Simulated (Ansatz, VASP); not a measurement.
## SnSe: VASP beside Ansatz

POSCAR

```
SnSe
1.0
    0.0000000000      2.9848894956      2.9848894956
    2.9848894956      0.0000000000      2.9848894956
    2.9848894956      2.9848894956      0.0000000000
Sn Se
1 1
Direct
    0.0000000000      0.0000000000      0.0000000000
    0.5000000000      0.5000000000      0.5000000000
```

The input INCAR.step1:

```
  PREC = Accurate
  ENCUT = 550
  ISMEAR = 0
  SIGMA = 0.01
  LREAL = F
  LASPH = T
  NELM = 120
  NBANDS = 17
  GGA = PE
  ALGO = Normal
  EDIFF = 1E-5
  LWAVE = T
  LCHARG = F
  GGA_COMPAT = F
```

Contents of INCAR.step2:

```
  PREC = Accurate
  ENCUT = 550
  EDIFF = 1E-6
  ISMEAR = 0
  SIGMA = 0.01
  LREAL = F
  LASPH = T
  NELM = 120
  ALGO = Normal
  ISIF = 2
  LWAVE = F
  LCHARG = F
  METAGGA = R2SCAN
  LMIXTAU = T
  NBANDS = 17
  ISTART = 1
  GGA_COMPAT = F
```

File KPOINTS:

```
Automatic mesh
0
Gamma
  4 4 4
```

Input for Ansatz:

```yaml
crystal:
  lattice:
    - [0.0, 2.9848894956, 2.9848894956]
    - [2.9848894956, 0.0, 2.9848894956]
    - [2.9848894956, 2.9848894956, 0.0]
  atoms:
    - { symbol: Sn, position: [0.0, 0.0, 0.0] }
    - { symbol: Se, position: [0.5, 0.5, 0.5] }
kpoints:
  mp_grid: { grid: [4, 4, 4] }
hamiltonian:
  xc: r2scan
scf:
  occupations: { method: fixed }
output:
  optics:
    e_range: [2, 15]
    de: 0.1
    sigma: 0.25
    scissors: 0.3
    scheme: fermi_dirac
    bands: scf
```

Alike in both runs: task single point; functional r2SCAN; k mesh 4 × 4 × 4; no spin polarisation.

```csv
,VASP,Ansatz
version,VASP 6.6.1,Ansatz 0.2.0
potentials or method,"VASP PAW PBE potentials, release 64 (Sn_d, Se)","plane waves, PAW"
plane-wave cutoff (eV),550,500
occupations,"gaussian, width 0.01 eV",fixed
valence electrons in the cell,20,30
```

```tsv
	VASP	Ansatz	Ansatz less VASP
gap on the k mesh at the Fermi level (eV)	0.57	0.57	0.000
```

VASP's potentials were made for PBE, not for r2SCAN. VASP's potentials hold 20 valence electrons a cell and Ansatz's 30, so a difference there can come from the potentials and not from the codes.

The k mesh is coarse, so the values compare programs but aren't converged.
